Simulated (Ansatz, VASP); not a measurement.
One calculation of AlN, two programs

```
Al N
1.0
     3.11100    0.00000    0.00000
    -1.55550    2.69421    0.00000
     0.00000    0.00000    4.98100
Al N
2 2
Direct
  0.33333 0.66667 0.00005
  0.66667 0.33333 0.50005
  0.33333 0.66667 0.38195
  0.66667 0.33333 0.88195
```

Alike in both runs: task single point; functional PBE; k mesh 8 × 8 × 5; occupations gaussian, width 0.03 eV; no spin polarisation.

|  | VASP | Ansatz |
| --- | --- | --- |
| version | VASP 6.6.1 | Ansatz 0.2.0 |
| potentials or method | VASP PAW PBE potentials, release 64 (Al, N) | scalar-relativistic, plane waves, PAW |
| plane-wave cutoff (eV) | 520 | 420 |
| valence electrons in the cell | 16 | 16 |

Ansatz gave:

```
gap on the k mesh at the Fermi level (eV) : 4.20
least direct gap on the mesh (eV)         : 4.20
```

Which values does VASP return?

gap on the k mesh at the Fermi level (eV): 4.21; least direct gap on the mesh (eV): 4.21.

With one functional, cell and mesh, what is left measures potentials, basis and numerics.
